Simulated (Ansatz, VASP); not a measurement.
One calculation of C, two programs

The input INCAR:

```
  PREC = Accurate
  ENCUT = 600
  EDIFF = 1E-6
  ISMEAR = 0
  SIGMA = 0.01
  LREAL = F
  LASPH = T
  NELM = 200
  ALGO = Normal
  ISIF = 2
  LWAVE = F
  LCHARG = F
  MAGMOM = 0 0 0 0 0 0
  LORBIT = 11
  LSORBIT = T
  GGA_COMPAT = F
  LORBMOM = T
  GGA = PS
  NBANDS = 20
```

Contents of KPOINTS:

```
Automatic mesh
0
Gamma
  10 10 10
```

File POSCAR:

```
C
1.0
    0.0000000000      1.7835000000      1.7835000000
    1.7835000000      0.0000000000      1.7835000000
    1.7835000000      1.7835000000      0.0000000000
C
2
Direct
    0.0000000000      0.0000000000      0.0000000000
    0.2500000000      0.2500000000      0.2500000000
```

Input for Ansatz:

```yaml
crystal:
  lattice:
    - [0.0, 1.7835, 1.7835]
    - [1.7835, 0.0, 1.7835]
    - [1.7835, 1.7835, 0.0]
  atoms:
    - { symbol: C, position: [0.0, 0.0, 0.0] }
    - { symbol: C, position: [0.25, 0.25, 0.25] }
basis:
  ecutwfc: 420
kpoints:
  mp_grid: { grid: [10, 10, 10] }
  band_path:
    path:
      - [0.0, 0.0, 0.0]
      - [0.0, 0.0, 0.0]
      - [0.3666451256, 0.3666451256, 0.0]
      - [0.5, 0.5, 0.5]
      - [0.0034062341, 0.0034062341, 0.0]
      - [-0.0034062341, -0.0034062341, 0.0]
      - [0.0039331803, 0.0039331803, 0.0039331803]
      - [-0.0039331803, -0.0039331803, -0.0039331803]
      - [0.0034062341, 0.0034062341, 0.0]
      - [-0.0034062341, -0.0034062341, 0.0]
      - [0.3700513596, 0.3700513596, 0.0]
      - [0.3632388915, 0.3632388915, 0.0]
      - [0.3666451256, 0.3700513596, 0.0034062341]
      - [0.3666451256, 0.3632388915, -0.0034062341]
      - [0.5039331803, 0.5039331803, 0.5039331803]
      - [0.4960668197, 0.4960668197, 0.4960668197]
      - [0.4975914288, 0.5024085712, 0.5]
      - [0.5024085712, 0.4975914288, 0.5]
    npoints: 1
hamiltonian:
  xc: pbesol
  pseudopotentials: { kind: paw_fr, azcp: { folder: soft_1 } }
scf:
  occupations: { method: fixed }
  n_extra_bands: 10
output:
  eigenvalues: true
magnetization:
  noncollinear: true
  spin_orbit: true
```

Alike in both runs: task single point; functional PBEsol; k mesh 10 × 10 × 10; non-collinear spin, spin-orbit coupling.

|  | VASP | Ansatz |
| --- | --- | --- |
| version | VASP 6.6.1 | Ansatz 0.2.0 |
| potentials or method | VASP PAW PBE potentials, release 64 (C), cutoff 600 eV | plane waves, PAW |
| occupations | gaussian, width 0.01 eV | fixed |
| valence electrons in the cell | 8 | 8 |

```csv
,VASP,Ansatz,Ansatz less VASP
net moment per atom (μB),0.00,0.00,0.000
```

VASP's potentials were made for PBE, not for PBEsol, and Ansatz warns of the same on its side.
